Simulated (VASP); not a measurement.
A run of VASP 6.6.1 is set up as follows.

File INCAR:

```
SYSTEM = Cd
PREC = Accurate ; ENCUT = 520
EDIFF = 1E-7 ; ISMEAR = 1
SIGMA = 0.01 ; LREAL = .FALSE.
LASPH = .TRUE. ; NELM = 80
ALGO = Normal ; ISIF = 2
LWAVE = .FALSE. ; LCHARG = .TRUE.
GGA = PE ; IVDW = 12
LELF = .TRUE. ; LVHAR = .TRUE.
NBANDS = 12
```

File KPOINTS:

```
regular mesh
0
G
  8 8 8
  0 0 0
```

POSCAR

```
Cd
1.0
   -0.0239640000      2.2726000000      2.2006550000
    2.2249750000      0.0139780000      2.1627130000
    2.2231780000      2.2328610000      0.0157750000
Cd
1
Direct
    0.0000000000      0.0000000000      0.0000000000
```

Potentials or basis: VASP PAW PBE potentials, release 64 (Cd).

The run is started by

```console
$ cat potpaw_PBE.64/Cd/POTCAR > POTCAR
$ mpirun -np 1 vasp_std > vasp.out
```

Problem. Predict the band gap on the k mesh.

Solution. Zero (bands 6 and 7 overlap by 3.43 eV).

Problem. Estimate the dispersion energy per atom.

Solution. -0.438 eV.

Problem. Predict the pressure.

Solution. -0.5 GPa.

Stress tensor (GPa, compression positive):
```
-0.40 -0.06  0.11
-0.06 -0.50  0.71
 0.11  0.71 -0.64
```

Caveat: the cell differs from its parent crystal (the cell strained at random).
